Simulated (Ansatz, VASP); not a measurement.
## TePbS4: VASP beside Ansatz

```
Te Pb S
1.0
     4.24463    0.00000    0.00000
     0.00000    4.24463    0.00000
     0.00000    0.00000    7.21022
Te Pb S
1 1 4
Direct
  0.50000 0.50000 0.50000
  0.00000 0.00000 0.00000
  0.00000 0.00000 0.60511
  0.50000 0.50000 0.10526
  0.50000 0.50000 0.89474
  0.00000 0.00000 0.39489
```

Change from the starting cell: species swapped into the DyHoC4 type (P4/mmm, No. 123).

Alike in both runs: task relaxation of cell and atoms; functional PBE; k mesh 3 × 3 × 2; occupations gaussian, width 0.15 eV; no spin polarisation.

|  | VASP | Ansatz |
| --- | --- | --- |
| version | VASP 6.6.1 | Ansatz 0.2.0 |
| potentials or method | VASP PAW PBE potentials, release 64 (Te, Pb_d, S), cutoff 500 eV | scalar-relativistic, plane waves, PAW |
| valence electrons in the cell | 44 | 54 |

```tsv
	VASP	Ansatz	Ansatz less VASP
gap on the k mesh at the Fermi level, each at its own relaxed structure (eV)	none	none	-
relaxed volume (Å³/atom)	22.51	28.18	+5.664
relaxed cell length with the largest relative difference (Å)	3.379	4.013	+0.6340
```

A gap of «none» marks a metal or a gap that the smearing closes. One of these differences is far larger than is usual between the two programs; its cause wasn't traced. VASP's potentials hold 44 valence electrons a cell and Ansatz's 54, so a difference there can come from the potentials and not from the codes.

The k mesh is coarse, so the values compare programs but aren't converged. Spin-orbit coupling is off throughout.
